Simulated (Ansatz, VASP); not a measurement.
## Two plane-wave programs on V2SiN2

```
CELL_PARAMETERS angstrom
4.15918 0.06566 -0.15585
2.02619 3.75639 0.04719
0.26274 0.71397 7.09831
ATOMIC_POSITIONS crystal
V 0.71919 0.46077 0.94329
V 0.55749 0.79504 0.45066
V 0.17943 0.53963 0.25686
V 0.35322 0.20456 0.74966
Si 0.90620 0.13448 0.36414
Si 0.04093 0.86566 0.83556
N 0.67438 0.56937 0.20853
N 0.82081 0.68448 0.70207
N 0.24378 0.43128 0.99146
N 0.50457 0.31473 0.49777
```

Change from the starting cell: the structure that the rattled cell fell into.

Alike in both runs: functional PBE; k mesh 4 × 4 × 4; occupations gaussian, width 0.1 eV; no spin polarisation.

Ansatz relaxed the structure, and its values are those at the end. VASP's run is a single point on that final structure, the one shown.

|  | VASP | Ansatz |
| --- | --- | --- |
| version | VASP 6.6.1 | Ansatz 0.2.0 |
| potentials or method | VASP PAW PBE potentials, release 64 (V_sv, Si, N), cutoff 520 eV | scalar-relativistic, plane waves, PAW |
| valence electrons in the cell | 80 | 80 |

```csv
,VASP,Ansatz,Ansatz less VASP
gap on the k mesh at the Fermi level (eV),none,none,-
pressure (GPa),0.4,0.0,-0.36
rms of the force components (eV/Å),0.009,0.003,-0.0061
```

A gap of «none» marks a metal or a gap that the smearing closes. With one functional, cell and mesh, what is left measures potentials, basis and numerics.

The k mesh is coarse, so the values compare programs but aren't converged.
